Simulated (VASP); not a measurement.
A run of VASP 6.6.1 is set up as follows.

INCAR

```
ALGO = Normal
EDIFF = 1E-6
ENCUT = 520
GGA = PS
ISIF = 2
ISMEAR = 0
LASPH = T
LCHARG = T
LELF = T
LREAL = F
LVHAR = T
LWAVE = F
NBANDS = 12
NELM = 80
PREC = Accurate
SIGMA = 0.15
```

Contents of KPOINTS:

```
k-points
0
Gamma
  20 20 20
```

POSCAR

```
Nb
1.0
   -1.6140315000      1.6140315000      1.6389907500
    1.6140315000     -1.6140315000      1.6389907500
    1.6140315000      1.6140315000     -1.6389907500
Nb
1
Direct
    0.0000000000      0.0000000000      0.0000000000
```

Potentials or basis: VASP PAW PBE potentials, release 64 (Nb_sv).

The run is started by

```bash
$ cat potpaw_PBE.64/Nb_sv/POTCAR > POTCAR
$ mpirun -np 1 vasp_std > vasp.out
```

Q: Estimate the pressure.

A: 4.4 GPa.

Stress tensor (GPa, compression positive):
```
5.13 0.00 0.00
0.00 5.13 0.00
0.00 0.00 3.00
```

Caveat: the cell differs from its parent crystal (strain -0.030 along x and y, -0.015 along z); the PAW data sets were made with another functional, which shifts forces and pressure a little.
